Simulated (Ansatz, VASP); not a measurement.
# BeS in VASP and in Ansatz

```
Be S
1.0
     0.00000    2.43431    2.43431
     2.43431    0.00000    2.43431
     2.43431    2.43431    0.00000
Be S
1 1
Direct
  0.00000 0.00000 0.00000
  0.25000 0.25000 0.25000
```

Alike in both runs: task single point; functional LDA; k mesh 6 × 6 × 6; no spin polarisation.

```csv
,VASP,Ansatz
version,VASP 6.6.1,Ansatz 0.2.0
potentials or method,"VASP PAW LDA potentials, release 64 (Be, S)",plane waves
plane-wave cutoff (eV),600,420
occupations,"gaussian, width 0.01 eV",fixed
valence electrons in the cell,8,8
```

|  | VASP | Ansatz | Ansatz less VASP |
| --- | --- | --- | --- |
| gap on the k mesh at the Fermi level (eV) | 2.93 | 2.92 | -0.007 |
| pressure (GPa) | -4.1 | -4.2 | -0.06 |

LDA's correlation is that of Perdew and Zunger in VASP and of Perdew and Wang (1992) in Ansatz.
